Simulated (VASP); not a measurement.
# MgO (I4mm) in VASP: notebook

The runs below take MgO through single point, with PBEsol.

Program: VASP 6.6.1. These are calculated values, not measurements. Logs are shortened: lines on timing, memory, paths and dates and some standing lists are left out, and cuts for length are marked.

### 1 The cell of the first run

The structure is tetragonal, space group I4mm (No. 107). Conventional cell: a = 3.020 Å, b = 3.020 Å, c = 4.270 Å, α = 90.00°, β = 90.00°, γ = 90.00°. Within 2.4 Å of Mg (site symmetry 4mm) lie 5 O at 1.84 to 2.16 Å. O (site symmetry 4mm) has 5 Mg at 1.84 to 2.16 Å within 2.4 Å.

### 2 Single point, PBEsol

Contents of INCAR:

```
PREC = Accurate
ENCUT = 520
EDIFF = 1E-6
ISMEAR = 0
SIGMA = 0.05
LREAL = F
LASPH = T
NELM = 80
ALGO = Normal
ISIF = 2
LWAVE = F
LCHARG = T
GGA = PS
LELF = T
LVHAR = T
NBANDS = 11
```

Contents of KPOINTS:

```
regular mesh
0
Gamma
  10 10 10
```

Contents of POSCAR:

```
MgO
1.0
    0.0000000000      2.1351500000      2.1351500000
    2.1351500000      0.0000000000      2.1351500000
    2.1351500000      2.1351500000      0.0000000000
Mg O
1 1
Direct
    0.0702526755      0.0702526755     -0.0702526755
    0.5000000000      0.5000000000      0.5000000000
```

Potentials or basis: VASP PAW PBE potentials, release 64 (Mg, O).

On the command line:

```console
$ cat potpaw_PBE.64/Mg/POTCAR potpaw_PBE.64/O/POTCAR > POTCAR
$ mpirun -np 1 vasp_std > vasp.out
```

OUTCAR:

```text
PREC = Accurate
   ENCUT = 520
   EDIFF = 1E-6
   ISMEAR = 0
   LREAL = F
   LASPH = T
   NELM = 80
   ISIF = 2
   GGA = PS

 ion  position               nearest neighbor table
   1  0.070  0.070  0.930-   2 1.84   2 2.16   2 2.16   2 2.16   2 2.16   2 2.44
   2  0.500  0.500  0.500-   1 1.84   1 2.16   1 2.16   1 2.16   1 2.16   1 2.44

  LATTYP: Found a face centered cubic cell.
 ALAT       =     4.2703000000

  Lattice vectors:

 A1 = (   0.0000000000,   2.1351500000,   2.1351500000)
 A2 = (   2.1351500000,   0.0000000000,   2.1351500000)
 A3 = (   2.1351500000,   2.1351500000,   0.0000000000)

Analysis of symmetry for initial positions (statically):
=====================================================================
 Subroutine PRICEL returns:
 Original cell was already a primitive cell.

 Routine SETGRP: Setting up the symmetry group for a
 face centered cubic supercell.

 Subroutine GETGRP returns: Found  8 space group operations
 (whereof  8 operations were pure point group operations)
 out of a pool of 48 trial point group operations.

The static configuration has the point symmetry C_4v.

Analysis of symmetry for dynamics (positions and initial velocities):
=====================================================================
 Subroutine PRICEL returns:
 Original cell was already a primitive cell.

 Routine SETGRP: Setting up the symmetry group for a
 face centered cubic supercell.

 Subroutine GETGRP returns: Found  8 space group operations
 (whereof  8 operations were pure point group operations)
 out of a pool of 48 trial point group operations.

The dynamic configuration has the point symmetry C_4v.

 Subroutine INISYM returns: Found  8 space group operations
 (whereof  8 operations are pure point group operations),
 and found     1 'primitive' translations

----------------------------------------------------------------------------------------

                                     Primitive cell

  volume of cell :      19.4677

  direct lattice vectors                    reciprocal lattice vectors
     0.000000000  2.135150000  2.135150000    -0.234175585  0.234175585  0.234175585
     2.135150000  0.000000000  2.135150000     0.234175585 -0.234175585  0.234175585
     2.135150000  2.135150000  0.000000000     0.234175585  0.234175585 -0.234175585

  length of vectors
     3.019558088  3.019558088  3.019558088     0.405604011  0.405604011  0.405604011

  position of ions in fractional coordinates (direct lattice)
     0.070252676  0.070252676  0.929747324
     0.500000000  0.500000000  0.500000000

  ion indices of the primitive-cell ions
   primitive index   ion index
                 1           1
                 2           2

----------------------------------------------------------------------------------------

 KPOINTS: regular mesh

Automatic generation of k-mesh.
 Grid dimensions read from file:
 generate k-points for:   10   10   10

 Generating k-lattice:

  Cartesian coordinates                     Fractional coordinates (reciprocal lattice)
    -0.023417558  0.023417558  0.023417558     0.100000000  0.000000000  0.000000000
     0.023417558 -0.023417558  0.023417558     0.000000000  0.100000000  0.000000000
     0.023417558  0.023417558 -0.023417558     0.000000000  0.000000000  0.100000000

  Length of vectors
     0.040560401  0.040560401  0.040560401

  Shift w.r.t. Gamma in fractional coordinates (k-lattice)
     0.000000000  0.000000000  0.000000000

 Subroutine IBZKPT returns following result:
 ===========================================

 Found    102 irreducible k-points:

 Following reciprocal coordinates:
            Coordinates               Weight
  0.000000  0.000000  0.000000      1.000000
  0.100000  0.000000  0.000000      8.000000
  0.200000  0.000000  0.000000      8.000000
  0.300000  0.000000  0.000000      8.000000
  0.400000  0.000000  0.000000      8.000000
  0.500000  0.000000  0.000000      4.000000
[... 16 lines left out ...]
 -0.100000  0.100000  0.000000      4.000000
  0.000000 -0.100000  0.100000      8.000000
 [... further k-points ...]
   k-points           NKPTS =    102   k-points in BZ     NKDIM =    102   number of bands    NBANDS=     11
   number of dos      NEDOS =    301   number of ions     NIONS =      2
   total plane-waves  NPLWV =  13824
   dimension x,y,z NGX =    24 NGY =   24 NGZ =   24
   dimension x,y,z NGXF=    48 NGYF=   48 NGZF=   48
   ions per type =               1   1
   NGX,Y,Z   is equivalent  to a cutoff of  13.21, 13.21, 13.21 a.u.
   NGXF,Y,Z  is equivalent  to a cutoff of  26.43, 26.43, 26.43 a.u.
 SYSTEM =  unknown system
   PREC   = accura    normal or accurate (medium, high low for compatibility)
   ISTART =      0    job   : 0-new  1-cont  2-samecut
   ICHARG =      2    charge: 1-file 2-atom 10-const
   ISPIN  =      1    spin polarized calculation?
   LNONCOLLINEAR =      F non collinear calculations
   LSORBIT =      F    spin-orbit coupling
   LASPH  =      T    aspherical Exc in radial PAW
   ENCUT  =  520.0 eV  38.22 Ry    6.18 a.u.   5.61  5.61  5.61*2*pi/ulx,y,z
   NELM   =     80;   NELMIN=  2; NELMDL= -5     # of ELM steps
   EDIFF  = 0.1E-05   stopping-criterion for ELM
   LREAL  =      F    real-space projection
   EDIFFG = 0.1E-04   stopping-criterion for IOM
   NSW    =      0    number of steps for IOM
   IBRION =     -1    ionic relax: 0-MD 1-quasi-New 2-CG
   NFREE  =      0    steps in history (QN), initial steepest desc. (CG)
   ISIF   =      2    stress and relaxation
   ISYM   =      2    0-nonsym 1-usesym 2-fastsym
   POTIM  = 0.5000    time-step for ionic-motion
   TEBEG  =    0.0;   TEEND  =   0.0 temperature during run
   PSTRESS=    0.0 pullay stress
   NELECT =       8.0000    total number of electrons
   NUPDOWN=      -1.0000    fix difference up-down
   EMIN   =  10.00;   EMAX   =-10.00  energy-range for DOS
   EFERMI =   0.00;   METHOD = LEGACY
   ISMEAR =     0;   SIGMA  =   0.05  broadening in eV -4-tet -1-fermi 0-gaus
   EFERMI_NEDOS =   21; number of points for ismear=-14 and -15
   IALGO  =     38    algorithm
   IMIX   =      4    mixing-type and parameters
     AMIX     =   0.40;   BMIX     =  1.00
     AMIX_MAG =   1.60;   BMIX_MAG =  1.00
  volume/ion in A,a.u.               =       9.73        65.69
  Fermi-wavevector in a.u.,A,eV,Ry     =   1.217119  2.300022 20.155386  1.481379
  Thomas-Fermi vector in A             =   2.352450
   LORBIT       =      0    0 simple, 1 ext, 2 COOP (PROOUT), +10 PAW based schemes
   GGA     = PS    functional components
   LHFCALC =     F    Hartree Fock is set to
   AEXX    =    0.0000 exact exchange contribution
   IVDW    =     0    specifies the selected vdW correction
   LEPSILON=     F    determine dielectric tensor
   LRPA    =     F    only Hartree local field effects (RPA)
 non-spin polarized calculation
 Gauss-broadening in eV      SIGMA  =   0.05
  energy-cutoff  :      520.00
  volume of cell :       19.47
 maximum number of plane-waves:       544
   NGX = 11   NGY = 11   NGZ = 11

 number of electron       8.0000002 magnetization

 Free energy of the ion-electron system (eV)
  ---------------------------------------------------
  ext. energy  EPLUGINS =         0.00000000
  ---------------------------------------------------
  free energy    TOTEN  =       -12.22501227 eV

  energy without entropy =      -12.22501227  energy(sigma->0) =      -12.22501227

 E-fermi :   3.0204     XC(G=0): -11.0792

 val. band max:        2.6846050502   @ k =   0.0000   0.0000   0.0000
 cond. band min:       6.9206804454   @ k =   0.0000   0.0000   0.0000
 fundamental gap:      4.2360753952
 Fermi energy:         3.0204150782

 k-point     1 :       0.0000    0.0000    0.0000
  band No.  band energies     occupation
      1     -14.2754      2.00000
      2       2.5829      2.00000
      3       2.6846      2.00000
      4       2.6846      2.00000
      5       6.9207      0.00000
      6      18.3113      0.00000
      7      18.4888      0.00000
      8      18.4888      0.00000
      9      21.7164      0.00000
     10      23.7952      0.00000
     11      23.9758      0.00000

 k-point     2 :       0.1000    0.0000    0.0000
  band No.  band energies     occupation
      1     -14.1770      2.00000
      2       1.9821      2.00000
      3       2.5964      2.00000
      4       2.6284      2.00000
      5       7.5498      0.00000
      6      16.9994      0.00000
      7      18.6182      0.00000
      8      18.6796      0.00000
      9      22.9711      0.00000
     10      23.0346      0.00000
     11      23.6295      0.00000

 k-point     3 :       0.2000    0.0000    0.0000
  band No.  band energies     occupation
      1     -13.9072      2.00000
      2       0.7281      2.00000
      3       2.4499      2.00000
      4       2.4855      2.00000
      5       8.7491      0.00000
      6      15.3817      0.00000
      7      18.8994      0.00000
      8      18.9885      0.00000
      9      22.3452      0.00000
     10      22.5939      0.00000
     11      24.3861      0.00000

 k-point     4 :       0.3000    0.0000    0.0000
  band No.  band energies     occupation
      1     -13.5450      2.00000
      2      -0.5104      2.00000
      3       2.2788      2.00000
      4       2.3162      2.00000
      5       9.7369      0.00000
      6      14.5141      0.00000
      7      18.8836      0.00000
      8      18.8974      0.00000
      9      22.8467      0.00000
     10      22.9244      0.00000
     11      24.0239      0.00000
[... 239 lines left out ...]
 k-point    22 :       0.0000   -0.2000    0.1000
  band No.  band energies     occupation
      1     -13.7223      2.00000
      2       0.2378      2.00000
      3       2.0661      2.00000
      4       2.4306      2.00000
      5       9.4650      0.00000
      6      14.8291      0.00000
      7      18.0677      0.00000
      8      19.6734      0.00000
      9      21.5898      0.00000
     10      23.3127      0.00000
     11      25.0664      0.00000

 k-point    23 :      -0.1000    0.1000    0.0000
  band No.  band energies     occupation
      1     -14.0224      2.00000
      2       1.2752      2.00000
      3       2.3646      2.00000
      4       2.5966      2.00000
      5       8.3816      0.00000
      6      15.8594      0.00000
      7      18.5769      0.00000
      8      19.0096      0.00000
      9      21.6414      0.00000
     10      23.1837      0.00000
     11      25.1676      0.00000

 k-point    24 :       0.0000   -0.1000    0.1000
  band No.  band energies     occupation
      1     -14.0219      2.00000
      2       1.3052      2.00000
      3       2.3709      2.00000
      4       2.5672      2.00000
      5       8.3235      0.00000
      6      15.9291      0.00000
      7      18.5033      0.00000
      8      19.0989      0.00000
      9      22.0241      0.00000
     10      23.2083      0.00000
     11      24.7023      0.00000

 [... further k-points ...]
[... 5 lines left out ...]
  --------------------------------------------------------------------------------------
  -------------------------------------------------------------------------------------
  Total       -0.9303986     -0.9303986      2.7496062      0.0000000      0.0000000      0.0000000
  in kB      -76.5710288    -76.5710288    226.2902887      0.0000000      0.0000000      0.0000000
  external PRESSURE =      24.3827437 kB  Pullay stress =       0.0000000 kB

 VOLUME and BASIS-vectors are now :
 -----------------------------------------------------------------------------
  energy-cutoff  :      520.00
  volume of cell :       19.47
      direct lattice vectors                 reciprocal lattice vectors
     0.000000000  2.135150000  2.135150000    -0.234175585  0.234175585  0.234175585
     2.135150000  0.000000000  2.135150000     0.234175585 -0.234175585  0.234175585
     2.135150000  2.135150000  0.000000000     0.234175585  0.234175585 -0.234175585

 POSITION                                       TOTAL-FORCE (eV/Angst)
 -----------------------------------------------------------------------------------
      2.13515      2.13515      0.30000         0.000000      0.000000     -2.333115
      2.13515      2.13515      2.13515         0.000000      0.000000      2.333115
 -----------------------------------------------------------------------------------
    total drift:                                0.000000      0.000000      0.001120

  FREE ENERGIE OF THE ION-ELECTRON SYSTEM (eV)
  ---------------------------------------------------
  free  energy   TOTEN  =       -12.2250122738 eV

  energy  without entropy=      -12.2250122738  energy(sigma->0) =      -12.22501227
```

It took 16 s on 1 thread of AMD EPYC 9R45 (Zen 5), shared host; peak memory 0.12 GiB.

Results:

```yaml
Free_energy: -12.2250 eV
Pressure: 2.4 GPa
Largest_force: 2.333 eV/Å
Band_gap_on_the_k_mesh: 4.24 eV, direct
```

Forces on the atoms (eV/Å):
```
Mg   0.000  0.000 -2.333
O    0.000  0.000  2.333
```

Stress tensor (GPa, compression positive):
```
-7.66  0.00  0.00
 0.00 -7.66  0.00
 0.00  0.00 22.63
```

Caveat: the cell differs from its parent crystal (all Mg atoms moved -0.300 Å, as atom 1 towards its neighbour atom 2 (O) at 2.135 Å); the PAW data sets were made with another functional, which shifts forces and pressure a little.

### 3 Single point, PBEsol

Contents of INCAR:

```
PREC = Accurate
ENCUT = 520
EDIFF = 1E-6
ISMEAR = 0
SIGMA = 0.05
LREAL = False
LASPH = True
NELM = 100
ALGO = Normal
ISIF = 2
LWAVE = False
LCHARG = False
GGA = PS
NBANDS = 11
```

Contents of KPOINTS:

```
Automatic mesh
0
Gamma
  10 10 10
```

POSCAR: that of step 2 with these lines changed.

```diff
@@ -8,3 +8,3 @@
 Direct
-    0.0702526755      0.0702526755     -0.0702526755
+   -0.0526895066     -0.0526895066      0.0526895066
     0.5000000000      0.5000000000      0.5000000000
```

Potentials or basis: VASP PAW PBE potentials, release 64 (Mg, O).

On the command line:

```console
$ cat potpaw_PBE.64/Mg/POTCAR potpaw_PBE.64/O/POTCAR > POTCAR
$ mpirun -np 1 vasp_std > vasp.out
```

It took 14 s on 1 thread of AMD EPYC 9R45 (Zen 5), shared host; peak memory 0.12 GiB.

It converged, with:

- Free energy: -12.3627 eV
- Pressure: -1.5 GPa
- Largest force: 1.401 eV/Å
- Band gap on the k mesh: 4.24 eV, direct

Forces in eV/Å, atoms in the order of the input:
```
Mg   0.000  0.000  1.401
O    0.000  0.000 -1.401
```

Stress tensor (GPa, compression positive):
```
-6.94  0.00  0.00
 0.00 -6.94  0.00
 0.00  0.00  9.30
```

Levels at points of the mesh, in eV from the valence-band top:
```
           k point  band 1  band 2  band 3  band 4  band 5  band 6  band 7  band 8
(0.00, 0.00, 0.00)  -16.98   -0.06    0.00    0.00    4.24   15.53   15.63   15.63
(0.50, 0.00, 0.00)  -15.78   -4.46   -0.60   -0.58    7.53   11.88   15.76   15.93
(0.50, 0.50, 0.00)  -15.54   -3.89   -1.27   -1.27    8.92    9.17   12.62   18.31
(0.00, 0.50, 0.50)  -15.53   -3.94   -1.32   -1.29    9.05    9.25   12.60   18.18
```

Caveat: the cell differs from its parent crystal (all Mg atoms moved +0.225 Å, as atom 1 towards its neighbour atom 2 (O) at 2.135 Å); the PAW data sets were made with another functional, which shifts forces and pressure a little.

(Continued in part 2 of 2.)
